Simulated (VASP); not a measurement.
Wanted: the native input for a VASP 6.6.1 run.

```yaml
Task: single point
Functional: PBE
Potentials_or_basis: VASP PAW PBE potentials, release 64 (Bi_d, Te)
Cutoff: 520 eV
k_mesh: 14 × 14 × 14
Occupations: gaussian, width 0.1 eV
Spin: no spin polarisation
Dipole_correction: no
Further_INCAR_settings: ALGO = Normal; EDIFF = 1e-07; NBANDS = 18
```

The structure of BiTe lies in POSCAR:

```
BiTe
1.0
    0.0000000000      2.7073144367      2.7073144367
    2.7073144367      0.0000000000      2.7073144367
    2.7073144367      2.7073144367      0.0000000000
Bi Te
1 1
Direct
    0.0000000000      0.0000000000      0.0000000000
    0.5000000000      0.5000000000      0.5000000000
```

The input as run:

INCAR

```
SYSTEM = BiTe
PREC = Accurate
ENCUT = 520
EDIFF = 1E-7
ISMEAR = 0
SIGMA = 0.1
LREAL = .FALSE.
LASPH = .TRUE.
NELM = 100
ALGO = Normal
ISIF = 2
LWAVE = .FALSE.
LCHARG = .FALSE.
GGA = PE
NBANDS = 18
```

KPOINTS

```
regular mesh
0
G
  14 14 14
  0 0 0
```

Potentials or basis: VASP PAW PBE potentials, release 64 (Bi_d, Te).

Launch:

```bash
$ cat potpaw_PBE.64/Bi_d/POTCAR potpaw_PBE.64/Te/POTCAR > POTCAR
$ mpirun -np 1 vasp_std > vasp.out
```

It gave:

```yaml
Pressure: 90.2 GPa
Band_gap_on_the_k_mesh: zero (an odd number of electrons rules out a gap without spin polarisation)
```

Caveat: the cell stands under pressure; spin-orbit coupling is left out, which moves the levels of the heavy elements.

It took 79 s on 1 thread of Intel Xeon 8259CL, with other jobs on the host, peak memory 0.21 GiB.
